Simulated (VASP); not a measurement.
Here is a VASP 6.6.1 calculation.

Contents of INCAR:

```
SYSTEM = TiAl
ALGO = Normal
EDIFF = 1E-6
ENCUT = 520
GGA = PS
ISIF = 2
ISMEAR = -1
LASPH = .TRUE.
LCHARG = .FALSE.
LREAL = .FALSE.
LWAVE = .FALSE.
NBANDS = 14
NELM = 100
PREC = Accurate
SIGMA = 0.05
```

Contents of KPOINTS:

```
k-points
0
G
  8 8 8
  0 0 0
```

File POSCAR:

```
TiAl
1.0
    3.1573153491      0.0000000000      0.0000000000
    0.0000000000      3.1573153491      0.0000000000
    0.0000000000      0.0000000000      3.1573153491
Ti Al
1 1
Direct
    0.0000000000      0.0000000000      0.0000000000
    0.5000000000      0.5000000000      0.5000000000
```

Potentials or basis: VASP PAW PBE potentials, release 64 (Ti_sv, Al).

Run with:

```console
$ cat potpaw_PBE.64/Ti_sv/POTCAR potpaw_PBE.64/Al/POTCAR > POTCAR
$ mpirun -np 1 vasp_std > vasp.out
```

(1) What does it give for the pressure?

Answers

(1) 0.0 GPa.

Caveat: the PAW data sets were made with another functional, which shifts forces and pressure a little.
